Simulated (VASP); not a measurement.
# Si2W (I4/mmm) in VASP: a series of runs

Si2W is run at these levels: LDA; tasks: electric field gradients.

Everything below comes from runs of VASP 6.6.1. Logs are shortened: lines on timing, memory, paths and dates and some standing lists are left out, and cuts for length are marked.

## 1. The cell of the first run

It takes space group I4/mmm (No. 139, tetragonal). The conventional cell has a = 3.212 Å, b = 3.212 Å, c = 7.880 Å, α = 90.00°, β = 90.00°, γ = 90.00°. Within 3.5 Å of Si (site symmetry 4mm) lie 9 Si at 2.62 to 3.21 Å and 5 W at 2.62 Å. W (site symmetry 4/mmm) has 10 Si at 2.62 Å and 4 W at 3.21 Å within 3.5 Å.

## 2. Electric field gradients, LDA

Contents of INCAR:

```
SYSTEM = Si2W
ALGO = Normal
EDIFF = 1E-8
ENCUT = 520
GGA = CA
ISIF = 2
ISMEAR = -1
ISYM = 0
LASPH = .TRUE.
LCHARG = .FALSE.
LEFG = .TRUE.
LREAL = .FALSE.
LWAVE = .FALSE.
NBANDS = 18
NELM = 100
PREC = Accurate
SIGMA = 0.05
```

Contents of KPOINTS:

```
k-points
0
G
  11 11 14
  0 0 0
```

Contents of POSCAR:

```
Si2W
1.0
   -1.6060000000      1.6060000000      3.9400000000
    1.6060000000     -1.6060000000      3.9400000000
    1.6060000000      1.6060000000     -3.9400000000
Si W
2 1
Direct
    0.3330000000      0.3330000000      0.0000000000
    0.6670000000      0.6670000000      0.0000000000
    0.0000000000      0.0000000000      0.0000000000
```

Potentials or basis: VASP PAW LDA potentials, release 64 (Si, W_sv).

The run is started by

```bash
$ cat potpaw_LDA.64/Si/POTCAR potpaw_LDA.64/W_sv/POTCAR > POTCAR
$ mpirun -np 1 vasp_std > vasp.out
```

OUTCAR:

```text
SYSTEM = Si2W
   EDIFF = 1E-8
   ENCUT = 520
   GGA = CA
   ISIF = 2
   ISMEAR = -1
   ISYM = 0
   LASPH = .TRUE.
   LREAL = .FALSE.
   NELM = 100
   PREC = Accurate

 ion  position               nearest neighbor table
   1  0.333  0.333  0.000-   2 2.62   2 2.62   2 2.62   2 2.62   3 2.62   3 2.62   3 2.62   3 2.62
                             3 2.62   2 2.63
   2  0.667  0.667  0.000-   1 2.62   1 2.62   1 2.62   1 2.62   3 2.62   3 2.62   3 2.62   3 2.62
                             3 2.62   1 2.63
   3  0.000  0.000  0.000-   1 2.62   2 2.62   2 2.62   1 2.62   2 2.62   2 2.62   2 2.62   1 2.62
                             1 2.62   1 2.62

IMPORTANT INFORMATION: All symmetrisations will be switched off!
NOSYMM: (Re-)initialisation of all symmetry stuff for point group C_1.

----------------------------------------------------------------------------------------

                                     Primitive cell

  volume of cell :      40.6488

  direct lattice vectors                    reciprocal lattice vectors
    -1.606000000  1.606000000  3.940000000     0.000000000  0.311332503  0.126903553
     1.606000000 -1.606000000  3.940000000     0.311332503  0.000000000  0.126903553
     1.606000000  1.606000000 -3.940000000     0.311332503  0.311332503  0.000000000

  length of vectors
     4.547754611  4.547754611  4.547754611     0.336202973  0.336202973  0.440290648

  position of ions in fractional coordinates (direct lattice)
     0.333000000  0.333000000  0.000000000
     0.667000000  0.667000000  0.000000000
     0.000000000  0.000000000  0.000000000

  ion indices of the primitive-cell ions
   primitive index   ion index
                 1           1
                 2           2
                 3           3

----------------------------------------------------------------------------------------

 KPOINTS: k-points

Automatic generation of k-mesh.
 Grid dimensions read from file:
 generate k-points for:   11   11   14

 Generating k-lattice:

  Cartesian coordinates                     Fractional coordinates (reciprocal lattice)
     0.000000000  0.028302955  0.011536687     0.090909091  0.000000000  0.000000000
     0.028302955  0.000000000  0.011536687     0.000000000  0.090909091  0.000000000
     0.022238036  0.022238036  0.000000000     0.000000000  0.000000000  0.071428571

  Length of vectors
     0.030563907  0.030563907  0.031449332

  Shift w.r.t. Gamma in fractional coordinates (k-lattice)
     0.000000000  0.000000000  0.000000000

 -----------------------------------------------------------------------------
|                                                                             |
|           W    W    AA    RRRRR   N    N  II  N    N   GGGG   !!!           |
|           W    W   A  A   R    R  NN   N  II  NN   N  G    G  !!!           |
|           W    W  A    A  R    R  N N  N  II  N N  N  G       !!!           |
|           W WW W  AAAAAA  RRRRR   N  N N  II  N  N N  G  GGG   !            |
|           WW  WW  A    A  R   R   N   NN  II  N   NN  G    G                |
|           W    W  A    A  R    R  N    N  II  N    N   GGGG   !!!           |
|                                                                             |
|     Your reciprocal lattice and k-lattice belong to different lattice       |
|     classes:                                                                |
|                                                                             |
|        The reciprocal lattice is body-centered tetragonal,                  |
|        whereas your k-lattice is base-centered monoclinic.                  |
|                                                                             |
|     Results are often still useful ...                                      |
|                                                                             |
 -----------------------------------------------------------------------------

 WARNING: IBZKPT: internal override: KBLOWUP is changed to .FALSE.
      ... skipping the blow-up phase ...

 Subroutine IBZKPT returns following result:
 ===========================================
[... 39 lines left out ...]
   PREC   = accura    normal or accurate (medium, high low for compatibility)
   ISTART =      0    job   : 0-new  1-cont  2-samecut
   ICHARG =      2    charge: 1-file 2-atom 10-const
   ISPIN  =      1    spin polarized calculation?
   LNONCOLLINEAR =      F non collinear calculations
   LSORBIT =      F    spin-orbit coupling
   LASPH  =      T    aspherical Exc in radial PAW
   ENCUT  =  520.0 eV  38.22 Ry    6.18 a.u.   8.46  8.46  8.46*2*pi/ulx,y,z
   NELM   =    100;   NELMIN=  2; NELMDL= -5     # of ELM steps
   EDIFF  = 0.1E-07   stopping-criterion for ELM
   LREAL  =      F    real-space projection
   EDIFFG = 0.1E-06   stopping-criterion for IOM
   NSW    =      0    number of steps for IOM
   IBRION =     -1    ionic relax: 0-MD 1-quasi-New 2-CG
   NFREE  =      0    steps in history (QN), initial steepest desc. (CG)
   ISIF   =      2    stress and relaxation
   ISYM   =      0    0-nonsym 1-usesym 2-fastsym
   POTIM  = 0.5000    time-step for ionic-motion
   TEBEG  =    0.0;   TEEND  =   0.0 temperature during run
   PSTRESS=    0.0 pullay stress
   NELECT =      22.0000    total number of electrons
   NUPDOWN=      -1.0000    fix difference up-down
   EMIN   =  10.00;   EMAX   =-10.00  energy-range for DOS
   EFERMI =   0.00;   METHOD = LEGACY
   ISMEAR =    -1;   SIGMA  =   0.05  broadening in eV -4-tet -1-fermi 0-gaus
   EFERMI_NEDOS =   21; number of points for ismear=-14 and -15
   IALGO  =     38    algorithm
   IMIX   =      4    mixing-type and parameters
     AMIX     =   0.40;   BMIX     =  1.00
     AMIX_MAG =   1.60;   BMIX_MAG =  1.00
  volume/ion in A,a.u.               =      13.55        91.44
  Fermi-wavevector in a.u.,A,eV,Ry     =   1.334136  2.521151 24.217250  1.779918
  Thomas-Fermi vector in A             =   2.462940
   LORBIT       =      0    0 simple, 1 ext, 2 COOP (PROOUT), +10 PAW based schemes
   GGA     = CA    functional components
   LHFCALC =     F    Hartree Fock is set to
   AEXX    =    0.0000 exact exchange contribution
   IVDW    =     0    specifies the selected vdW correction
   LEPSILON=     F    determine dielectric tensor
   LRPA    =     F    only Hartree local field effects (RPA)
 non-spin polarized calculation
  energy-cutoff  :      520.00
  volume of cell :       40.65
 maximum number of plane-waves:      1124
 NGX is ok and might be reduce to    36
   NGX = 17   NGY = 17   NGZ = 17

 number of electron      21.9999999 magnetization

 Free energy of the ion-electron system (eV)
  ---------------------------------------------------
  ext. energy  EPLUGINS =         0.00000000
  ---------------------------------------------------
  free energy    TOTEN  =       -27.32932152 eV

  energy without entropy =      -27.32712389  energy(sigma->0) =      -27.32822271

 E-fermi :  11.8327     XC(G=0): -12.6237

 val. band max:       11.8281871663   @ k =   0.2727   0.2727   0.2143
 cond. band min:      11.8356744554   @ k =   0.3636  -0.2727   0.4286
 fundamental gap:      0.0074872890
 Fermi energy:        11.8327444589

 k-point     1 :       0.0000    0.0000    0.0000
  band No.  band energies     occupation
      1     -61.6079      2.00000
      2     -26.1397      2.00000
      3     -26.0892      2.00000
      4     -26.0892      2.00000
      5      -2.1547      2.00000
      6       5.0593      2.00000
[... 481 lines left out ...]
      5       1.4132      2.00000
      6       3.1404      2.00000
[... 10 lines left out ...]
     17      18.9474      0.00000
     18      20.1922      0.00000

 [... further k-points ...]

------------------------ aborting loop because EDIFF is reached ----------------------------------------

  FORCE on cell =-STRESS in cart. coord.  units (eV):
  Direction    XX          YY          ZZ          XY          YZ          ZX
  --------------------------------------------------------------------------------------
  -------------------------------------------------------------------------------------
  Total       -1.3955208     -1.3955209     -2.1809952      0.0115760      0.0004314      0.0004314
  in kB      -55.0046735    -55.0046787    -85.9642728      0.4562708      0.0170039      0.0170033
  external PRESSURE =     -65.3245416 kB  Pullay stress =       0.0000000 kB

 VOLUME and BASIS-vectors are now :
 -----------------------------------------------------------------------------
  energy-cutoff  :      520.00
  volume of cell :       40.65
      direct lattice vectors                 reciprocal lattice vectors
    -1.606000000  1.606000000  3.940000000     0.000000000  0.311332503  0.126903553
     1.606000000 -1.606000000  3.940000000     0.311332503  0.000000000  0.126903553
     1.606000000  1.606000000 -3.940000000     0.311332503  0.311332503  0.000000000

 POSITION                                       TOTAL-FORCE (eV/Angst)
 -----------------------------------------------------------------------------------
      0.00000      0.00000      2.62404        -0.000485     -0.000485      0.316261
      0.00000      0.00000      5.25596         0.000485      0.000485     -0.316261
      0.00000      0.00000      0.00000         0.000000     -0.000000     -0.000000
 -----------------------------------------------------------------------------------
    total drift:                                0.000000     -0.000000     -0.000000

  FREE ENERGIE OF THE ION-ELECTRON SYSTEM (eV)
  ---------------------------------------------------
  free  energy   TOTEN  =       -27.3293215250 eV

  energy  without entropy=      -27.3271238860  energy(sigma->0) =      -27.32822271

 Electric field gradients (V/A^2)
---------------------------------------------------------------------
 ion       V_xx      V_yy      V_zz      V_xy      V_xz      V_yz
---------------------------------------------------------------------
   1       4.672     4.672    -9.344     0.070    -0.001    -0.001
   2       4.672     4.672    -9.344     0.070    -0.001    -0.001
   3      64.414    64.414  -128.829     0.066     0.051     0.051
---------------------------------------------------------------------

 Electric field gradients after diagonalization (V/A^2)
 (convention: |V_zz| > |V_xx| > |V_yy|)
----------------------------------------------------------------------
 ion       V_xx      V_yy      V_zz     asymmetry (V_yy - V_xx)/ V_zz
----------------------------------------------------------------------
   1       4.742     4.602    -9.344       0.015
   2       4.742     4.602    -9.344       0.015
   3      64.481    64.348  -128.829       0.001
----------------------------------------------------------------------

           NMR quadrupolar parameters

 Cq : quadrupolar parameter    Cq=e*Q*V_zz/h
 eta: asymmetry parameters     (V_yy - V_xx)/ V_zz
 Q  : nuclear electric quadrupole moment in mb (millibarn)
----------------------------------------------------------------------
 ion       Cq(MHz)       eta       Q (mb)
----------------------------------------------------------------------
   1      -0.023       0.015       1.000
   2      -0.023       0.015       1.000
   3      -0.312       0.001       1.000
----------------------------------------------------------------------
```

Run time: 5.7 min. Hardware: 1 thread of Intel Xeon 6975P-C (Granite Rapids), shared host; peak memory 0.65 GiB.

What came out:

- Free energy: -27.3293 eV
- Pressure: -6.5 GPa
- Largest force: 0.316 eV/Å
- Band gap on the k mesh: zero (bands 11 and 12 overlap by 1.25 eV)
- Largest electric field gradient by atom: Si -9.3; W -128.8 V/Å²

Forces on the atoms (eV/Å):
```
Si   0.000  0.000  0.316
Si   0.000  0.000 -0.316
W    0.000  0.000  0.000
```

Electric field gradients, principal values (V/Å²):
```tsv
atom	least	middle	greatest (by size)
1 Si	4.602	4.742	-9.344
2 Si	4.602	4.742	-9.344
3 W	64.348	64.481	-128.829
```

Caveat: the cell stands under tension; without QUAD_EFG the Cq values of the log hold for a quadrupole moment of 1 mb, not for the nuclei; spin-orbit coupling is left out, which moves the levels of the heavy elements.

## 3. Electric field gradients, LDA (equal xx and yy strain of -3 %)

Contents of INCAR:

```
SYSTEM = Si2W
  PREC = Accurate
  ENCUT = 520
  EDIFF = 1E-8
  ISMEAR = -1
  SIGMA = 0.05
  LREAL = .False.
  LASPH = .True.
  NELM = 100
  ALGO = Normal
  ISIF = 2
  LWAVE = .False.
  LCHARG = .False.
  LEFG = .True.
  ISYM = 0
  NBANDS = 18
```

Contents of KPOINTS:

```
regular mesh
0
Gamma
  11 11 14
  0 0 0
```

Contents of POSCAR:

```
Si2W
1.0
   -1.5578200000      1.5578200000      3.9400000000
    1.5578200000     -1.5578200000      3.9400000000
    1.5578200000      1.5578200000     -3.9400000000
Si W
2 1
Direct
    0.3330000000      0.3330000000      0.0000000000
    0.6670000000      0.6670000000      0.0000000000
    0.0000000000      0.0000000000      0.0000000000
```

Potentials or basis: VASP PAW LDA potentials, release 64 (Si, W_sv).

The run is started by

```bash
$ cat potpaw_LDA.64/Si/POTCAR potpaw_LDA.64/W_sv/POTCAR > POTCAR
$ mpirun -np 1 vasp_std > vasp.out
```

OUTCAR:

```text
SYSTEM = Si2W
   PREC = Accurate
   ENCUT = 520
   EDIFF = 1E-8
   ISMEAR = -1
   LREAL = .False.
   LASPH = .True.
   NELM = 100
   ISIF = 2
   ISYM = 0

 ion  position               nearest neighbor table
   1  0.333  0.333  0.000-   2 2.56   2 2.56   2 2.56   2 2.56   3 2.57   3 2.57   3 2.57   3 2.57
                             3 2.62   2 2.63
   2  0.667  0.667  0.000-   1 2.56   1 2.56   1 2.56   1 2.56   3 2.57   3 2.57   3 2.57   3 2.57
                             3 2.62   1 2.63
   3  0.000  0.000  0.000-   2 2.57   2 2.57   2 2.57   1 2.57   2 2.57   1 2.57   1 2.57   1 2.57
                             1 2.62   2 2.62

IMPORTANT INFORMATION: All symmetrisations will be switched off!
NOSYMM: (Re-)initialisation of all symmetry stuff for point group C_1.

----------------------------------------------------------------------------------------

                                     Primitive cell

  volume of cell :      38.2464

  direct lattice vectors                    reciprocal lattice vectors
    -1.557820000  1.557820000  3.940000000     0.000000000  0.320961343  0.126903553
     1.557820000 -1.557820000  3.940000000     0.320961343  0.000000000  0.126903553
     1.557820000  1.557820000 -3.940000000     0.320961343  0.320961343  0.000000000

  length of vectors
     4.514111907  4.514111907  4.514111907     0.345138662  0.345138662  0.453907885

  position of ions in fractional coordinates (direct lattice)
     0.333000000  0.333000000  0.000000000
     0.667000000  0.667000000  0.000000000
     0.000000000  0.000000000  0.000000000

  ion indices of the primitive-cell ions
   primitive index   ion index
[... 642 lines left out ...]
      6       3.7334      2.00000
[... 10 lines left out ...]
     17      20.2258      0.00000
     18      21.6007      0.00000

 [... further k-points ...]

------------------------ aborting loop because EDIFF is reached ----------------------------------------

  FORCE on cell =-STRESS in cart. coord.  units (eV):
  Direction    XX          YY          ZZ          XY          YZ          ZX
  --------------------------------------------------------------------------------------
  -------------------------------------------------------------------------------------
  Total        3.0856692      3.0856696     -0.4946088     -0.0045910     -0.0025475     -0.0025473
  in kB      129.2614989    129.2615145    -20.7196130     -0.1923219     -0.1067168     -0.1067098
  external PRESSURE =      79.2678001 kB  Pullay stress =       0.0000000 kB

 VOLUME and BASIS-vectors are now :
 -----------------------------------------------------------------------------
  energy-cutoff  :      520.00
  volume of cell :       38.25
      direct lattice vectors                 reciprocal lattice vectors
    -1.557820000  1.557820000  3.940000000     0.000000000  0.320961343  0.126903553
     1.557820000 -1.557820000  3.940000000     0.320961343  0.000000000  0.126903553
     1.557820000  1.557820000 -3.940000000     0.320961343  0.320961343  0.000000000

 POSITION                                       TOTAL-FORCE (eV/Angst)
 -----------------------------------------------------------------------------------
      0.00000      0.00000      2.62404         0.000082      0.000082      0.168537
      0.00000      0.00000      5.25596        -0.000082     -0.000082     -0.168537
      0.00000      0.00000      0.00000         0.000000      0.000000      0.000000
 -----------------------------------------------------------------------------------
    total drift:                                0.000000     -0.000000      0.000000

  FREE ENERGIE OF THE ION-ELECTRON SYSTEM (eV)
  ---------------------------------------------------
  free  energy   TOTEN  =       -27.2803804389 eV

  energy  without entropy=      -27.2781669317  energy(sigma->0) =      -27.27927369

 Electric field gradients (V/A^2)
---------------------------------------------------------------------
 ion       V_xx      V_yy      V_zz      V_xy      V_xz      V_yz
---------------------------------------------------------------------
   1       2.634     2.634    -5.268     0.052    -0.002    -0.002
   2       2.634     2.634    -5.268     0.052    -0.002    -0.002
   3      33.843    33.843   -67.686     0.459     0.003     0.003
---------------------------------------------------------------------

 Electric field gradients after diagonalization (V/A^2)
 (convention: |V_zz| > |V_xx| > |V_yy|)
----------------------------------------------------------------------
 ion       V_xx      V_yy      V_zz     asymmetry (V_yy - V_xx)/ V_zz
----------------------------------------------------------------------
   1       2.686     2.582    -5.268       0.020
   2       2.686     2.582    -5.268       0.020
   3      34.302    33.384   -67.686       0.014
----------------------------------------------------------------------

           NMR quadrupolar parameters

 Cq : quadrupolar parameter    Cq=e*Q*V_zz/h
 eta: asymmetry parameters     (V_yy - V_xx)/ V_zz
 Q  : nuclear electric quadrupole moment in mb (millibarn)
----------------------------------------------------------------------
 ion       Cq(MHz)       eta       Q (mb)
----------------------------------------------------------------------
   1      -0.013       0.020       1.000
   2      -0.013       0.020       1.000
   3      -0.164       0.014       1.000
----------------------------------------------------------------------
```

It took 13 min on 1 thread of Intel Xeon Platinum 8259CL at 2.50GHz (Skylake/Cascade Lake), shared host; peak memory 0.62 GiB.

Results:

- Free energy: -27.2804 eV
- Pressure: 7.9 GPa
- Largest force: 0.169 eV/Å
- Band gap on the k mesh: zero (bands 11 and 12 overlap by 1.52 eV)
- Largest electric field gradient by atom: Si -5.3; W -67.7 V/Å²

Forces on the atoms (eV/Å):
```
Si   0.000  0.000  0.169
Si   0.000  0.000 -0.169
W    0.000  0.000  0.000
```

Electric field gradients, principal values (V/Å²):
| atom | least | middle | greatest (by size) |
| --- | --- | --- | --- |
| 1 Si | 2.582 | 2.686 | -5.268 |
| 2 Si | 2.582 | 2.686 | -5.268 |
| 3 W | 33.384 | 34.302 | -67.686 |

Caveat: the cell differs from its parent crystal (equal xx and yy strain of -3 %); the stress differs along the axes, from -2 to 13 GPa; without QUAD_EFG the Cq values of the log hold for a quadrupole moment of 1 mb, not for the nuclei; spin-orbit coupling is left out, which moves the levels of the heavy elements.

(Continued in part 2 of 2.)

The gap in the log of VASP goes by the Fermi energy; the results here count the filled bands.